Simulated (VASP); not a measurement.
# GaP (Fm-3m) in VASP: notebook, part 2 of 2

VASP 6.6.1. The steps go on from the part before.

### 4 Relaxation of cell and atoms, r2SCAN+rVV10

This run uses another cell than the first one, of 16.47 Å³/atom, 0.813 times its volume.

POSCAR reads:

```
GaP
1.0
    0.0000000000      2.5442628593      2.5442628593
    2.5442628593      0.0000000000      2.5442628593
    2.5442628593      2.5442628593      0.0000000000
Ga P
1 1
Direct
    0.0000000000      0.0000000000      0.0000000000
    0.5000000000      0.5000000000      0.5000000000
```

INCAR.step1 reads:

```
SYSTEM = GaP
ALGO = Normal ; EDIFF = 1E-4
ENCUT = 600 ; GGA = PE
ISMEAR = -1 ; LASPH = .True.
LCHARG = .False. ; LREAL = .False.
LWAVE = .True. ; NELM = 80
PREC = Accurate ; SIGMA = 0.03
```

INCAR.step2 reads:

```
SYSTEM = GaP
ALGO = Normal ; BPARAM = 11.95
CPARAM = 0.0093 ; EDIFF = 1E-6
EDIFFG = -0.01 ; ENCUT = 600
IBRION = 2 ; ISIF = 3
ISMEAR = -1 ; ISTART = 1
IVDW_NL = 2 ; LASPH = .True.
LCHARG = .False. ; LMIXTAU = .True.
LREAL = .False. ; LUSE_VDW = .True.
LWAVE = .False. ; METAGGA = R2SCAN
NELM = 80 ; NSW = 100
PREC = Accurate ; SIGMA = 0.03
```

KPOINTS reads:

```
k-points
0
Gamma
  8 8 8
  0 0 0
```

Potentials or basis: VASP PAW PBE potentials, release 64 (Ga_d, P).

The run is started by

```sh
$ cat potpaw_PBE.64/Ga_d/POTCAR potpaw_PBE.64/P/POTCAR > POTCAR
$ cp INCAR.step1 INCAR
$ mpirun -np 1 vasp_std > vasp.out
$ cp INCAR.step2 INCAR
$ mpirun -np 1 vasp_std > vasp.out
```

OUTCAR:

```text
SYSTEM = GaP
   BPARAM = 11.95
   EDIFF = 1E-6
   EDIFFG = -0.01
   ENCUT = 600
   IBRION = 2
   ISIF = 3
   ISMEAR = -1
   ISTART = 1
   IVDW_NL = 2
   LASPH = .True.
   LREAL = .False.
   METAGGA = R2SCAN
   NELM = 80
   NSW = 100
   PREC = Accurate

 ion  position               nearest neighbor table
   1  0.000  0.000  0.000-   2 2.54   2 2.54   2 2.54   2 2.54   2 2.54   2 2.54
   2  0.500  0.500  0.500-   1 2.54   1 2.54   1 2.54   1 2.54   1 2.54   1 2.54

  LATTYP: Found a face centered cubic cell.
 ALAT       =     5.0885257186

  Lattice vectors:

 A1 = (   0.0000000000,   2.5442628593,   2.5442628593)
 A2 = (   2.5442628593,   0.0000000000,   2.5442628593)
 A3 = (   2.5442628593,   2.5442628593,   0.0000000000)

Analysis of symmetry for initial positions (statically):
=====================================================================
 Subroutine PRICEL returns:
 Original cell was already a primitive cell.

 Routine SETGRP: Setting up the symmetry group for a
 face centered cubic supercell.

 Subroutine GETGRP returns: Found 48 space group operations
 (whereof 48 operations were pure point group operations)
 out of a pool of 48 trial point group operations.

The static configuration has the point symmetry O_h .

Analysis of symmetry for dynamics (positions and initial velocities):
=====================================================================
 Subroutine PRICEL returns:
 Original cell was already a primitive cell.

 Routine SETGRP: Setting up the symmetry group for a
 face centered cubic supercell.

 Subroutine GETGRP returns: Found 48 space group operations
 (whereof 48 operations were pure point group operations)
 out of a pool of 48 trial point group operations.

The dynamic configuration has the point symmetry O_h .

 Subroutine INISYM returns: Found 48 space group operations
 (whereof 48 operations are pure point group operations),
 and found     1 'primitive' translations

----------------------------------------------------------------------------------------

                                     Primitive cell

  volume of cell :      32.9394

  direct lattice vectors                    reciprocal lattice vectors
     0.000000000  2.544262859  2.544262859    -0.196520575  0.196520575  0.196520575
     2.544262859  0.000000000  2.544262859     0.196520575 -0.196520575  0.196520575
     2.544262859  2.544262859  0.000000000     0.196520575  0.196520575 -0.196520575

  length of vectors
     3.598131042  3.598131042  3.598131042     0.340383621  0.340383621  0.340383621

  position of ions in fractional coordinates (direct lattice)
     0.000000000  0.000000000  0.000000000
     0.500000000  0.500000000  0.500000000

  ion indices of the primitive-cell ions
   primitive index   ion index
                 1           1
                 2           2

----------------------------------------------------------------------------------------

 KPOINTS: k-points
[... 51 lines left out ...]
   number of dos      NEDOS =    301   number of ions     NIONS =      2
   total plane-waves  NPLWV =  27000
   dimension x,y,z NGX =    30 NGY =   30 NGZ =   30
   dimension x,y,z NGXF=    60 NGYF=   60 NGZF=   60
   ions per type =               1   1
   NGX,Y,Z   is equivalent  to a cutoff of  13.86, 13.86, 13.86 a.u.
   NGXF,Y,Z  is equivalent  to a cutoff of  27.72, 27.72, 27.72 a.u.
 SYSTEM =  GaP
   PREC   = accura    normal or accurate (medium, high low for compatibility)
   ISTART =      1    job   : 0-new  1-cont  2-samecut
   ICHARG =      0    charge: 1-file 2-atom 10-const
   ISPIN  =      1    spin polarized calculation?
   LNONCOLLINEAR =      F non collinear calculations
   LSORBIT =      F    spin-orbit coupling
   LASPH  =      T    aspherical Exc in radial PAW
   ENCUT  =  600.0 eV  44.10 Ry    6.64 a.u.   7.19  7.19  7.19*2*pi/ulx,y,z
   NELM   =     80;   NELMIN=  2; NELMDL=  0     # of ELM steps
   EDIFF  = 0.1E-05   stopping-criterion for ELM
   LREAL  =      F    real-space projection
   EDIFFG = -.1E-01   stopping-criterion for IOM
   NSW    =    100    number of steps for IOM
   IBRION =      2    ionic relax: 0-MD 1-quasi-New 2-CG
   NFREE  =      1    steps in history (QN), initial steepest desc. (CG)
   ISIF   =      3    stress and relaxation
   ISYM   =      2    0-nonsym 1-usesym 2-fastsym
   POTIM  = 0.5000    time-step for ionic-motion
   TEBEG  =    0.0;   TEEND  =   0.0 temperature during run
   PSTRESS=    0.0 pullay stress
   NELECT =      18.0000    total number of electrons
   NUPDOWN=      -1.0000    fix difference up-down
   EMIN   =  10.00;   EMAX   =-10.00  energy-range for DOS
   EFERMI =   0.00;   METHOD = LEGACY
   ISMEAR =    -1;   SIGMA  =   0.03  broadening in eV -4-tet -1-fermi 0-gaus
   EFERMI_NEDOS =   21; number of points for ismear=-14 and -15
   IALGO  =     38    algorithm
   IMIX   =      4    mixing-type and parameters
     AMIX     =   0.40;   BMIX     =  1.00
     AMIX_MAG =   1.60;   BMIX_MAG =  1.00
  volume/ion in A,a.u.               =      16.47       111.14
  Fermi-wavevector in a.u.,A,eV,Ry     =   1.338424  2.529254 24.373185  1.791379
  Thomas-Fermi vector in A             =   2.466895
   LORBIT       =      0    0 simple, 1 ext, 2 COOP (PROOUT), +10 PAW based schemes
   METAGGA = R2SCAN    functional components
   LHFCALC =     F    Hartree Fock is set to
   AEXX    =    0.0000 exact exchange contribution
   IVDW_NL    =     2    kernel type
   BPARAM     =11.9500
   IVDW    =     0    specifies the selected vdW correction
   LEPSILON=     F    determine dielectric tensor
   LRPA    =     F    only Hartree local field effects (RPA)
 conjugate gradient relaxation of ions
 non-spin polarized calculation
  energy-cutoff  :      600.00
  volume of cell :       32.94
 maximum number of plane-waves:      1124
 NGX is ok and might be reduce to    30
   NGX = 15   NGY = 15   NGZ = 15

--------------------------------------- Ionic step        1  -------------------------------------------

 number of electron      18.0000007 magnetization

 Free energy of the ion-electron system (eV)
  ---------------------------------------------------
  ext. energy  EPLUGINS =         0.00000000
  ---------------------------------------------------
  free energy    TOTEN  =       -20.01217127 eV

  energy without entropy =      -20.00698624  energy(sigma->0) =      -20.00957875

------------------------ aborting loop because EDIFF is reached ----------------------------------------

  FORCE on cell =-STRESS in cart. coord.  units (eV):
  Direction    XX          YY          ZZ          XY          YZ          ZX
  --------------------------------------------------------------------------------------
  -------------------------------------------------------------------------------------
  Total        0.1466480      0.1466480      0.1466480     -0.0000000     -0.0000000      0.0000000
  in kB        7.1329784      7.1329784      7.1329784     -0.0000000     -0.0000000      0.0000000
  external PRESSURE =       7.1329784 kB  Pullay stress =       0.0000000 kB
[... 59 lines left out ...]
--------------------------------------- Ionic step        3  -------------------------------------------

 number of electron      18.0000005 magnetization

 Free energy of the ion-electron system (eV)
  ---------------------------------------------------
  ext. energy  EPLUGINS =         0.00000000
  ---------------------------------------------------
  free energy    TOTEN  =       -20.01264904 eV

  energy without entropy =      -20.00732845  energy(sigma->0) =      -20.00998874

 E-fermi :   6.6658     XC(G=0): -11.9705

 val. band max:        6.6342318638   @ k =   0.0000   0.0000   0.0000
 cond. band min:       6.7048959459   @ k =  -0.3750   0.5000   0.1250
 fundamental gap:      0.0706640820
 Fermi energy:         6.6657658006

 k-point     1 :       0.0000    0.0000    0.0000
  band No.  band energies     occupation
      1      -8.5248      2.00000
      2      -8.5248      2.00000
      3      -8.4876      2.00000
      4      -8.4876      2.00000
      5      -8.4876      2.00000
      6      -7.4183      2.00000
      7       6.6342      1.48231
      8       6.6342      1.48198
      9       6.6342      1.48198
     10       8.9886      0.00000
     11      14.1741      0.00000
     12      14.1741      0.00000
     13      14.1741      0.00000
[... 354 lines left out ...]
  band No.  band energies     occupation
      1      -8.6432      2.00000
      2      -8.5498      2.00000
      3      -8.4843      2.00000
      4      -8.4575      2.00000
      5      -8.4283      2.00000
      6      -3.7901      2.00000
      7      -0.9554      2.00000
      8       3.7267      2.00000
      9       4.5298      2.00000
     10       9.2330      0.00000
     11      10.6723      0.00000
     12      14.0797      0.00000
     13      15.9928      0.00000

 [... further k-points ...]
[... 5 lines left out ...]
  --------------------------------------------------------------------------------------
  -------------------------------------------------------------------------------------
  Total        0.0122311      0.0122311      0.0122311     -0.0000000     -0.0000000     -0.0000000
  in kB        0.5910036      0.5910036      0.5910036     -0.0000000     -0.0000000     -0.0000000
  external PRESSURE =       0.5910036 kB  Pullay stress =       0.0000000 kB
[... 17 lines left out ...]
  FREE ENERGIE OF THE ION-ELECTRON SYSTEM (eV)
  ---------------------------------------------------
  free  energy   TOTEN  =       -20.0126490357 eV

  energy  without entropy=      -20.0073284466  energy(sigma->0) =      -20.00998874

 reached required accuracy - stopping structural energy minimisation
```

Run time: 2.5 min. Hardware: 1 thread of AMD EPYC 9R45 (Zen 5), shared host; peak memory 0.27 GiB.

Results:

* Free energy: -20.0126 eV
* Relaxed volume: 16.58 Å³/atom
* Relaxed cell: a = 3.606 Å, b = 3.606 Å, c = 3.606 Å, α = 60.00°, β = 60.00°, γ = 60.00°
* Space group after relaxing (to 0.05 Å): Fm-3m (No. 225)
* Energy gained by relaxing: 0.2 meV/atom
* Ionic steps: 3
* Pressure after relaxing: 0.1 GPa
* Band gap on the k mesh: zero (band 9 reaches 7.15 eV, above the bottom of band 10 at 3.74 eV)

The path:
```tsv
step	energy change (eV)	largest force (eV/Å)	pressure (GPa)	volume (Å³)
1	0.0000	0.0000	0.71	32.94
2	-0.0003	0.0000	-0.32	33.29
3	-0.0005	0.0000	0.06	33.16
```

Final structure:
```
Ga P
1.0
     0.00000    2.54987    2.54987
     2.54987    0.00000    2.54987
     2.54987    2.54987    0.00000
Ga P
1 1
Cartesian
  0.0000 0.0000 0.0000
  2.5499 2.5499 2.5499
```

Levels at points of the mesh, in eV from the Fermi level:
```
           k point  band 6  band 7  band 8  band 9  band 10  band 11  band 12  band 13
(0.00, 0.00, 0.00)  -14.08   -0.03   -0.03   -0.03     2.32     7.51     7.51     7.51
(0.50, 0.00, 0.00)  -11.08   -8.30    0.17    0.17     3.22     3.22     3.67     5.95
(0.50, 0.50, 0.00)   -9.83   -6.29   -3.04   -2.92    -2.92     3.68    12.00    12.00
```

Caveat: the PAW data sets were made with another functional, which shifts forces and pressure a little.

### 5 Overview

| task | level | cell | k mesh | cutoff (eV) | gap on the mesh (eV) | pressure (GPa) | relaxed volume (Å³/atom) |
| --- | --- | --- | --- | --- | --- | --- | --- |
| relaxation of cell and atoms | PBEsol | relaxed from a = 3.855 Å, angles 60.0°, 2 atoms | 6 × 6 × 6 | 600 | none | 0.0 | 16.49 |
| single point | r2SCAN+rVV10 | a = 3.608 Å, angles 60.0°, 2 atoms | 10 × 10 × 10 | 520 | none | 0.0 | - |
| relaxation of cell and atoms | r2SCAN+rVV10 | relaxed from a = 3.598 Å, angles 60.0°, 2 atoms | 8 × 8 × 8 | 600 | none | 0.1 | 16.58 |

Alike in all rows: potentials or basis VASP PAW PBE potentials, release 64 (Ga_d, P); no spin polarisation; smearing fermi-dirac 0.03 eV.

Caveats: the PAW data sets were made with another functional, which shifts forces and pressure a little; the volume moved by over 15 % at a fixed basis, so the end points are rough (some runs).

Absolute energies hang on the potentials; compare differences alone.
